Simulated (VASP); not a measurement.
The system is CO2.

```
C O
1.0
     5.63000    0.00000    0.00000
     0.00000    5.63000    0.00000
     0.00000    0.00000    5.63000
C O
4 8
Direct
  0.00000 0.00000 0.00000
  0.50000 0.00000 0.50000
  0.50000 0.50000 0.00000
  0.00000 0.50000 0.50000
  0.11982 0.11982 0.11982
  0.38018 0.88018 0.61982
  0.61982 0.38018 0.88018
  0.88018 0.61982 0.38018
  0.88018 0.88018 0.88018
  0.61982 0.11982 0.38018
  0.38018 0.61982 0.11982
  0.11982 0.38018 0.61982
```

Base run:

```yaml
Program: VASP 6.6.1
Functional: r2SCAN
Potentials_or_basis: VASP PAW PBE potentials, release 64 (C, O)
Cutoff: 520 eV
k_mesh: 4 × 4 × 4
Occupations: fermi-dirac, width 0.02 eV
Spin: no spin polarisation
```

Its results: band gap on the k mesh 7.40 eV; pressure -0.8 GPa; largest force 0.102 eV/Å.

Problem. The run is repeated on the same cell with these changes: functional from r2SCAN to revPBE. What comes out?

Solution. Band gap on the k mesh 7.02 eV; pressure 4.8 GPa; largest force 0.826 eV/Å.

Caveats: the PAW data sets were made with another functional, which shifts forces and pressure a little; the cell stands under pressure (at least some runs); this functional lacks dispersion, which holds the molecules together, so the pressure and a relaxed volume are unreliable (at least some runs).

A k mesh can miss the band edges.
